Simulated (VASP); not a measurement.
A run of VASP 6.6.1:

The input INCAR:

```
  PREC = Accurate
  ENCUT = 520
  EDIFF = 1E-6
  ISMEAR = 0
  SIGMA = 0.1
  LREAL = Auto
  LASPH = True
  NELM = 60
  ALGO = Normal
  ISIF = 2
  LWAVE = False
  LCHARG = False
  GGA = PS
  ISYM = 0
  NBANDS = 76
```

Contents of KPOINTS:

```
Automatic mesh
0
Gamma
  3 3 3
```

File POSCAR:

```
AlGa3N4
1.0
    5.8640181572      0.0661316698      0.1220502900
    0.0702263952      5.6305134270     -0.1301858383
    0.1244695284     -0.1336171418      5.7312130751
Al Ga N
2 6 8
Direct
    0.8223592133      0.2949561023      0.2655974339
    0.1424790049      0.9032371741      0.9490464691
    0.2534934340      0.3915436298      0.6186329946
    0.5858789663      0.9066415649      0.3174659798
    0.1019960142      0.7912712289      0.4168375124
    0.5928216807      0.1246558040      0.7760860136
    0.4057560286      0.4254955303      0.1196410221
    0.8210694202      0.6335098534      0.7739209807
    0.3160840258      0.7429920721      0.6784734653
    0.3421701108      0.7563794447      0.1671920199
    0.9045249069      0.9726392038      0.2324293662
    0.2714781344      0.2086014962      0.8952586862
    0.5096283200      0.2572772845      0.4066947164
    0.5530247319      0.8046973676      0.6434418690
    0.9801111061      0.4776859581      0.4712041646
    0.7195821151      0.3763326716      0.9662703872
```

Potentials or basis: VASP PAW PBE potentials, release 64 (Al, Ga_d, N).

The run is started by

```bash
$ cat potpaw_PBE.64/Al/POTCAR potpaw_PBE.64/Ga_d/POTCAR potpaw_PBE.64/N/POTCAR > POTCAR
$ mpirun -np 1 vasp_std > vasp.out
```

Hardware: 1 thread of AMD EPYC 7R13, with other jobs on the host.

**Question.** Estimate the wall time of this run.

**Answer.** It took 11 min on 1 thread of AMD EPYC 7R13, with other jobs on the host, peak memory 0.36 GiB. Counts: scf iterations 17, k points 14.
